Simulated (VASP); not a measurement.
Runs of VASP 6.6.1 on Tl. The structure is that of space group Fm-3m (No. 225), or close to it. The cells are those of the table. This isn't the form of Tl at room conditions, which is hcp.

| task | cell | k mesh | cutoff (eV) | gap on the mesh (eV) | pressure (GPa) |
| --- | --- | --- | --- | --- | --- |
| single point | a = 3.332 Å, angles 60.0°, 1 atom | 13 × 13 × 13 | 520 | none | 3.7 |
| single point | a = 3.283 Å, angles 60.0°, 1 atom | 13 × 13 × 13 | 520 | none | 6.5 |
| single point | a = 3.515 Å, angles 60.0°, 1 atom | 13 × 13 × 13 | 520 | none | (a) |
| relaxation of cell and atoms | relaxed from a = 3.410 Å, angles 60.0°, 1 atom | 11 × 11 × 11 | 600 | none | 0.0 |
| single point | a = 3.380 Å, angles 60.0°, 1 atom | 13 × 13 × 13 | 520 | none | 1.6 |

Alike in all rows: level PBEsol; potentials or basis VASP PAW PBE potentials, release 64 (Tl_d); no spin polarisation; smearing fermi-dirac 0.1 eV.

Question: Fill in the values left out.

Answer: (a) -2.4.

Caveats: the PAW data sets were made with another functional, which shifts forces and pressure a little; spin-orbit coupling is left out, which moves the levels of the heavy elements; the cell stands under pressure (at least some runs).

A k mesh can miss the band edges, and the runs leave out spin-orbit coupling on Tl.

A gap of «none» marks levels without a gap at the run's occupations.
